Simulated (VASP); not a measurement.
A run of VASP 6.6.1:

Contents of INCAR:

```
SYSTEM = Al
ALGO     = Normal         ! electronic algorithm
EDIFF    = 1E-6           ! SCF threshold, eV
EDIFFG   = -0.03          ! ionic threshold
ENCUT    = 600            ! plane-wave cutoff, eV
GGA      = CA             ! functional
IBRION   = 2              ! ionic algorithm
ISIF     = 3              ! what is computed and relaxed
ISMEAR   = -1             ! smearing method
LASPH    = .True.         ! aspherical terms in the spheres
LCHARG   = .False.        ! write CHGCAR
LREAL    = .False.        ! projectors in reciprocal space
LWAVE    = .False.        ! write WAVECAR
NELM     = 80             ! most SCF steps
NSW      = 60             ! ionic steps
PREC     = Accurate       ! precision mode
SIGMA    = 0.1            ! smearing width, eV
```

The input KPOINTS:

```
k-points
0
Gamma
  8 8 8
  0 0 0
```

POSCAR

```
Al
1.0
    0.0000000000      2.9750815209      2.9750815209
    2.9750815209      0.0000000000      2.9750815209
    2.9750815209      2.9750815209      0.0000000000
Al
2
Direct
    1.0000000000      1.0000000000      1.0000000000
    0.2500000000      0.2500000000      0.2500000000
```

Potentials or basis: VASP PAW LDA potentials, release 64 (Al).

The run is started by

```console
$ cat potpaw_LDA.64/Al/POTCAR > POTCAR
$ mpirun -np 1 vasp_std > vasp.out
```

Hardware: 1 thread of Intel(R) Xeon(R) Platinum 8259CL CPU @ 2.50GHz (Skylake/Cascade Lake), with other jobs on the host.

Problem. How long does it take, and how much memory?

Solution. Wall time 7.9 s on 1 thread of Intel(R) Xeon(R) Platinum 8259CL CPU @ 2.50GHz (Skylake/Cascade Lake), on a shared host, peak memory 0.16 GiB. Counts: scf iterations 11, k points 29, ion steps 1.
